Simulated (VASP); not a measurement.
# Ta (Im-3m) in VASP: further runs, part 4 of 4

VASP 6.6.1.

**6. Electric field gradients, PBEsol (volume scaled by 1.06)**

Input file INCAR:

```
SYSTEM = Ta
ALGO = Normal
EDIFF = 1E-8
ENCUT = 520
GGA = PS
ISIF = 2
ISMEAR = -1
LASPH = .TRUE.
LCHARG = .FALSE.
LEFG = .TRUE.
LREAL = .FALSE.
LWAVE = .FALSE.
NBANDS = 12
NELM = 100
PREC = Accurate
SIGMA = 0.05
```

Input file KPOINTS:

```
k-points
0
G
  15 15 15
  0 0 0
```

Input file POSCAR:

```
Ta
1.0
   -1.6836662614      1.6836662614      1.6836662614
    1.6836662614     -1.6836662614      1.6836662614
    1.6836662614      1.6836662614     -1.6836662614
Ta
1
Direct
    0.0000000000      0.0000000000      0.0000000000
```

Potentials or basis: VASP PAW PBE potentials, release 64 (Ta_pv).

Command:

```sh
$ cat potpaw_PBE.64/Ta_pv/POTCAR > POTCAR
$ mpirun -np 1 vasp_std > vasp.out
```

OUTCAR:

```text
SYSTEM = Ta
   EDIFF = 1E-8
   ENCUT = 520
   GGA = PS
   ISIF = 2
   ISMEAR = -1
   LASPH = .TRUE.
   LREAL = .FALSE.
   NELM = 100
   PREC = Accurate

 ion  position               nearest neighbor table
   1  0.000  0.000  0.000-

  LATTYP: Found a body centered cubic cell.
 ALAT       =     3.3673325228

  Lattice vectors:

 A1 = (  -1.6836662614,   1.6836662614,   1.6836662614)
 A2 = (   1.6836662614,  -1.6836662614,   1.6836662614)
 A3 = (   1.6836662614,   1.6836662614,  -1.6836662614)

Analysis of symmetry for initial positions (statically):
=====================================================================
 Subroutine PRICEL returns:
 Original cell was already a primitive cell.

 Routine SETGRP: Setting up the symmetry group for a
 body centered cubic supercell.

 Subroutine GETGRP returns: Found 48 space group operations
 (whereof 48 operations were pure point group operations)
 out of a pool of 48 trial point group operations.

The static configuration has the point symmetry O_h .

Analysis of symmetry for dynamics (positions and initial velocities):
=====================================================================
 Subroutine PRICEL returns:
 Original cell was already a primitive cell.

 Routine SETGRP: Setting up the symmetry group for a
 body centered cubic supercell.

 Subroutine GETGRP returns: Found 48 space group operations
 (whereof 48 operations were pure point group operations)
 out of a pool of 48 trial point group operations.

The dynamic configuration has the point symmetry O_h .

 Subroutine INISYM returns: Found 48 space group operations
 (whereof 48 operations are pure point group operations),
 and found     1 'primitive' translations

[... 154 lines left out ...]
      6       5.5759      0.00000
      7       5.5759      0.00000
      8       8.6420      0.00000
      9       8.6420      0.00000
     10      19.3150      0.00000
     11      19.6304      0.00000
     12      19.6304      0.00000
[... 331 lines left out ...]
 k-point    24 :       0.4000    0.2000    0.0000
  band No.  band energies     occupation
      1     -29.2530      2.00000
      2     -28.8520      2.00000
      3     -28.4964      2.00000
      4       1.8084      2.00000
      5       3.5886      2.00000
      6       4.8373      1.16942
      7       8.3770      0.00000
      8       9.6489      0.00000
      9      13.7406      0.00000
     10      14.0481      0.00000
     11      17.8716      0.00000
     12      19.3237      0.00000

 [... further k-points ...]
[... 5 lines left out ...]
  --------------------------------------------------------------------------------------
  -------------------------------------------------------------------------------------
  Total       -1.6537930     -1.6537930     -1.6537930     -0.0000000      0.0000000      0.0000000
  in kB     -138.7917654   -138.7917654   -138.7917654     -0.0000000      0.0000000      0.0000000
  external PRESSURE =    -138.7917654 kB  Pullay stress =       0.0000000 kB

 VOLUME and BASIS-vectors are now :
 -----------------------------------------------------------------------------
  energy-cutoff  :      520.00
  volume of cell :       19.09
      direct lattice vectors                 reciprocal lattice vectors
    -1.683666261  1.683666261  1.683666261     0.000000000  0.296970968  0.296970968
     1.683666261 -1.683666261  1.683666261     0.296970968  0.000000000  0.296970968
     1.683666261  1.683666261 -1.683666261     0.296970968  0.296970968  0.000000000

 POSITION                                       TOTAL-FORCE (eV/Angst)
 -----------------------------------------------------------------------------------
      0.00000      0.00000      0.00000         0.000000      0.000000      0.000000
 -----------------------------------------------------------------------------------
    total drift:                                0.000000      0.000000      0.000000

  FREE ENERGIE OF THE ION-ELECTRON SYSTEM (eV)
  ---------------------------------------------------
  free  energy   TOTEN  =       -12.4905975449 eV

  energy  without entropy=      -12.4781073181  energy(sigma->0) =      -12.48435243

 Electric field gradients (V/A^2)
---------------------------------------------------------------------
 ion       V_xx      V_yy      V_zz      V_xy      V_xz      V_yz
---------------------------------------------------------------------
   1      -0.000    -0.000    -0.000     0.000     0.000     0.000
---------------------------------------------------------------------

 Electric field gradients after diagonalization (V/A^2)
 (convention: |V_zz| > |V_xx| > |V_yy|)
----------------------------------------------------------------------
 ion       V_xx      V_yy      V_zz     asymmetry (V_yy - V_xx)/ V_zz
----------------------------------------------------------------------
   1      -0.000    -0.000     0.001       0.000
----------------------------------------------------------------------

           NMR quadrupolar parameters

 Cq : quadrupolar parameter    Cq=e*Q*V_zz/h
 eta: asymmetry parameters     (V_yy - V_xx)/ V_zz
 Q  : nuclear electric quadrupole moment in mb (millibarn)
----------------------------------------------------------------------
 ion       Cq(MHz)       eta       Q (mb)
----------------------------------------------------------------------
   1       0.000       0.000       1.000
----------------------------------------------------------------------
```

OSZICAR:

```text
N       E                     dE             d eps       ncg     rms          rms(c)
DAV:   1     0.605194480929E+02    0.60519E+02   -0.60799E+03  2880   0.867E+02
DAV:   2    -0.120079157329E+02   -0.72527E+02   -0.70838E+02  3224   0.243E+02
DAV:   3    -0.130551381285E+02   -0.10472E+01   -0.10390E+01  3456   0.275E+01
DAV:   4    -0.130581831585E+02   -0.30450E-02   -0.30448E-02  3200   0.165E+00
DAV:   5    -0.130581955067E+02   -0.12348E-04   -0.12348E-04  3456   0.960E-02    0.124E+01
DAV:   6    -0.126160667778E+02    0.44213E+00   -0.35334E-01  3432   0.626E+00    0.580E+00
DAV:   7    -0.124920749948E+02    0.12399E+00   -0.30492E-01  3372   0.524E+00    0.358E-01
DAV:   8    -0.124906948964E+02    0.13801E-02   -0.98707E-03  3172   0.826E-01    0.197E-01
DAV:   9    -0.124906014974E+02    0.93399E-04   -0.22384E-04  3388   0.144E-01    0.232E-02
DAV:  10    -0.124905973927E+02    0.41048E-05   -0.52856E-06  3232   0.225E-02    0.229E-03
DAV:  11    -0.124905975858E+02   -0.19309E-06   -0.23282E-07  3296   0.536E-03    0.334E-04
DAV:  12    -0.124905975376E+02    0.48167E-07   -0.24615E-09  2244   0.501E-04    0.771E-05
DAV:  13    -0.124905975449E+02   -0.72791E-08   -0.17004E-10  1700   0.153E-04
   1 F= -.12490598E+02 E0= -.12484352E+02  d E =-.124902E-01
```

stdout:

```text
POSCAR found type information on POSCAR Ta
 POSCAR found :  1 types and       1 ions
 scaLAPACK will be used
 -----------------------------------------------------------------------------
|                                                                             |
|                                                                             |
|     You enforced a specific xc type in the INCAR file but a different       |
|     I HOPE YOU KNOW WHAT YOU ARE DOING!                                     |
|                                                                             |
 -----------------------------------------------------------------------------

 LDA part: xc-table for (Slater+PW92), standard interpolation
 POSCAR, INCAR and KPOINTS ok, starting setup
 FFT: planning ... GRIDC
 FFT: planning ... GRID_SOFT
 FFT: planning ... GRID
 WAVECAR not read
 entering main loop
ion   1
```

Wall time 17 s (1 thread of Intel Xeon 6975P-C, shared host); peak memory 0.16 GiB.

What came out:

```yaml
Free_energy: -12.4906 eV
Pressure: -13.9 GPa
```

Caveat: without QUAD_EFG the Cq values of the log hold for a quadrupole moment of 1 mb, not for the nuclei; the PAW data sets were made with another functional, which shifts forces and pressure a little; spin-orbit coupling is left out, which moves the levels of the heavy elements.

**7. The runs side by side**

| cell | gap on the mesh (eV) | pressure (GPa) |
| --- | --- | --- |
| a = 2.821 Å, angles 109.5°, 1 atom | none | 4.7 |
| a = 2.851 Å, angles 109.5°, 1 atom | none | -1.9 |
| a = 2.879 Å, angles 109.5°, 1 atom | none | -7.6 |
| a = 2.916 Å, angles 109.5°, 1 atom | none | -13.9 |

Alike in all rows: task electric field gradients; level PBEsol; potentials or basis VASP PAW PBE potentials, release 64 (Ta_pv); no spin polarisation; k mesh 15 × 15 × 15; cutoff (eV) 520; smearing fermi-dirac 0.05 eV.

Caveats: the PAW data sets were made with another functional, which shifts forces and pressure a little; spin-orbit coupling is left out, which moves the levels of the heavy elements.

Total energies depend on the potentials used, so only differences within one code and one set of settings carry meaning.
